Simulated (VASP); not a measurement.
Input of a VASP 6.6.1 run:

Contents of POSCAR:

```
SiO2
1.0
    3.8505735901      0.0000000000      0.0000000000
    0.0000000000      3.8505735901      0.0000000000
    0.0000000000      0.0000000000      2.7754947722
Si O
2 4
Direct
    0.5000000000      0.5000000000      0.5000000000
    0.0000000000      0.0000000000      0.0000000000
    0.6938852014      0.6938852014      0.0000000000
    0.1938852014      0.8061147986      0.5000000000
    0.3061147986      0.3061147986      0.0000000000
    0.8061147986      0.1938852014      0.5000000000
```

INCAR.step1

```
PREC = Accurate
ENCUT = 520
ISMEAR = 0
SIGMA = 0.05
LREAL = False
LASPH = True
NELM = 100
NBANDS = 25
GGA = PE
ALGO = Normal
EDIFF = 1E-4
LWAVE = True
LCHARG = False
```

INCAR.step2

```
PREC = Accurate
ENCUT = 520
EDIFF = 1E-7
ISMEAR = 0
SIGMA = 0.05
LREAL = False
LASPH = True
NELM = 100
ALGO = Normal
ISIF = 2
LWAVE = False
LCHARG = True
METAGGA = R2SCAN
LMIXTAU = True
LELF = True
LVHAR = True
NBANDS = 25
ISTART = 1
```

KPOINTS

```
Automatic mesh
0
Gamma
  6 6 8
```

Potentials or basis: VASP PAW PBE potentials, release 64 (Si, O).

Run with:

```sh
$ cat potpaw_PBE.64/Si/POTCAR potpaw_PBE.64/O/POTCAR > POTCAR
$ cp INCAR.step1 INCAR
$ mpirun -np 1 vasp_std > vasp.out
$ cp INCAR.step2 INCAR
$ mpirun -np 1 vasp_std > vasp.out
```

Task: What does it give for the pressure?

Result: 52.9 GPa.

Task: Estimate the largest force.

Result: 1.025 eV/Å.

Task: What does it give for the band gap on the k mesh?

Result: 6.49 eV, direct.

Stress tensor (GPa, compression positive):
```
73.28  0.00  0.00
 0.00 73.28  0.00
 0.00  0.00 12.27
```

Caveat: the cell differs from its parent crystal (strain -0.080 along x and y, +0.040 along z); the PAW data sets were made with another functional, which shifts forces and pressure a little. A k mesh can miss the band edges.
